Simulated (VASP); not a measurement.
Here is a VASP 6.6.1 calculation.

The input INCAR:

```
ALGO = Normal
EDIFF = 1E-6
ENCUT = 520
GGA = PE
ISIF = 2
ISMEAR = 0
KPAR = 4
LASPH = T
LCHARG = F
LREAL = F
LWAVE = F
NBANDS = 61
NELM = 80
PREC = Accurate
SIGMA = 0.1
```

The input KPOINTS:

```
k-points
0
Gamma
  12 12 4
```

POSCAR

```
MgCd5O6
1.0
    3.3287903000      0.0000000000      0.0000000000
    0.0000000000      3.3287903000      0.0000000000
    0.0000000000      0.0000000000     14.1065272000
Mg Cd O
1 5 6
Direct
    0.5000000000      0.5000000000      0.5000000000
    0.0000000000      0.0000000000      0.6603360000
    0.5000000000      0.5000000000      0.8276890000
    0.0000000000      0.0000000000      0.0000000000
    0.5000000000      0.5000000000      0.1723110000
    0.0000000000      0.0000000000      0.3396640000
    0.0000000000      0.0000000000      0.8292420000
    0.5000000000      0.5000000000      0.0000000000
    0.0000000000      0.0000000000      0.1707580000
    0.5000000000      0.5000000000      0.3474780000
    0.0000000000      0.0000000000      0.5000000000
    0.5000000000      0.5000000000      0.6525220000
```

Potentials or basis: VASP PAW PBE potentials, release 64 (Mg, Cd, O).

Run with:

```console
$ cat potpaw_PBE.64/Mg/POTCAR potpaw_PBE.64/Cd/POTCAR potpaw_PBE.64/O/POTCAR > POTCAR
$ mpirun -np 4 vasp_std > vasp.out
```

(1) Estimate the pressure.

(2) What does it give for the band gap on the k mesh?

(3) Estimate the largest force.

Results:

(1) 1.1 GPa.

(2) zero (bands 49 and 50 overlap by 0.39 eV).

(3) 0.038 eV/Å.

Caveat: semilocal functionals underestimate gaps, and a narrow one can read as zero.
